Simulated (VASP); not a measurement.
A run of VASP 6.6.1 is set up as follows.

INCAR

```
PREC = Accurate ; ENCUT = 520
EDIFF = 1E-6 ; ISMEAR = -1
SIGMA = 0.05 ; LREAL = False
LASPH = True ; NELM = 150
ALGO = Normal ; ISIF = 2
LWAVE = False ; LCHARG = False
ISPIN = 2 ; MAGMOM = 0.2
LORBIT = 11 ; LMAXMIX = 4
GGA = PE ; NBANDS = 16
```

The input KPOINTS:

```
Automatic mesh
0
Gamma
  18 18 18
```

The input POSCAR:

```
Au
1.0
    0.0000000000      2.0789550769      2.0789550769
    2.0789550769      0.0000000000      2.0789550769
    2.0789550769      2.0789550769      0.0000000000
Au
1
Direct
    0.0000000000      0.0000000000      0.0000000000
```

Potentials or basis: VASP PAW PBE potentials, release 64 (Au).

Command:

```sh
$ cat potpaw_PBE.64/Au/POTCAR > POTCAR
$ mpirun -np 1 vasp_std > vasp.out
```

What does it give for the net moment?

0.00 μB per cell.

Predict the pressure.

-0.3 GPa.
